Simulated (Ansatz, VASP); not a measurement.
Two plane-wave programs on C

INCAR

```
  PREC = Accurate
  ENCUT = 520
  EDIFF = 1E-7
  ISMEAR = 0
  SIGMA = 0.05
  LREAL = False
  LASPH = True
  NELM = 100
  ALGO = Normal
  ISIF = 2
  LWAVE = False
  LCHARG = False
  GGA = PS
  NBANDS = 11
```

The input KPOINTS:

```
regular mesh
0
Gamma
  15 15 15
```

Contents of POSCAR:

```
C
1.0
    1.2963871249      0.7484694555      3.0033301042
   -1.2963871249      0.7484694555      3.0033301042
    0.0000000000     -1.4969389110      3.0033301042
C
2
Direct
    0.1640000000      0.1640000000      0.1640000000
    0.8360000000      0.8360000000      0.8360000000
```

Input for Ansatz:

```yaml
crystal:
  lattice:
    - [1.2963871249, 0.7484694555, 3.0033301042]
    - [-1.2963871249, 0.7484694555, 3.0033301042]
    - [0.0, -1.496938911, 3.0033301042]
  atoms:
    - { symbol: C, position: [0.164, 0.164, 0.164] }
    - { symbol: C, position: [0.836, 0.836, 0.836] }
basis:
  ecutwfc: 420
kpoints:
  mp_grid: { grid: [15, 15, 15] }
hamiltonian:
  xc: pbesol
scf:
  occupations: { method: gaussian, width: 0.05 }
output:
  forces: true
  stress: true
  eigenvalues: true
```

Alike in both runs: task single point; functional PBEsol; k mesh 15 × 15 × 15; occupations gaussian, width 0.05 eV; no spin polarisation.

|  | VASP | Ansatz |
| --- | --- | --- |
| version | VASP 6.6.1 | Ansatz 0.2.0 |
| potentials or method | VASP PAW PBE potentials, release 64 (C), cutoff 520 eV | scalar-relativistic, plane waves, PAW |
| valence electrons in the cell | 8 | 8 |

|  | VASP | Ansatz | Ansatz less VASP |
| --- | --- | --- | --- |
| gap on the k mesh at the Fermi level (eV) | 0.39 | 0.39 | +0.001 |
| least direct gap on the mesh (eV) | 0.39 | 0.39 | +0.001 |
| rms of the force components (eV/Å) | 0.377 | 0.380 | +0.0022 |

VASP's potentials were made for PBE, not for PBEsol. Atom by atom the forces differ by 0.002 eV/Å (rms over components).
